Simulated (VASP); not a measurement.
Set up this calculation in VASP 6.6.1, as the native input.

```
Task                   : single point
Functional             : PBEsol
Potentials or basis    : VASP PAW PBE potentials, release 64 (V_sv)
Cutoff                 : 520 eV
k mesh                 : 16 × 16 × 4
Occupations            : fermi-dirac, width 0.1 eV
Spin                   : no spin polarisation
Dipole correction      : no
Further INCAR settings : ALGO = Normal; EDIFF = 1e-06; NBANDS = 34
```

The structure of V lies in POSCAR:

```
V
1.0
    2.5535973350      0.0000000000      0.0000000000
   -1.2767986675      2.2114801632      0.0000000000
    0.0000000000      0.0000000000      9.0744896381
V
4
Direct
    0.0000000000      1.0000000000      1.0000000000
    0.0000000000      1.0000000000      0.5000000000
    0.3333333333      0.6666666667      0.2500000000
    0.6666666667      0.3333333333      0.7500000000
```

This isn't the form of V at room conditions, which is bcc.

The input as run:

INCAR

```
ALGO = Normal
EDIFF = 1E-6
ENCUT = 520
GGA = PS
ISIF = 2
ISMEAR = -1
LASPH = True
LCHARG = False
LREAL = False
LWAVE = False
NBANDS = 34
NELM = 100
PREC = Accurate
SIGMA = 0.1
```

KPOINTS

```
k-points
0
Gamma
  16 16 4
```

Potentials or basis: VASP PAW PBE potentials, release 64 (V_sv).

The run is started by

```bash
$ cat potpaw_PBE.64/V_sv/POTCAR > POTCAR
$ mpirun -np 1 vasp_std > vasp.out
```

Results of the run:

```json
{
 "Pressure": "8.5 GPa",
 "Band gap on the k mesh": "zero (bands 26 and 27 overlap by 1.14 eV)"
}
```

Caveat: the cell stands under pressure; the PAW data sets were made with another functional, which shifts forces and pressure a little.

Run time: 110 s on 1 thread of AMD EPYC 7R13 Processor (Zen 3) (shared host), peak memory 0.21 GiB.
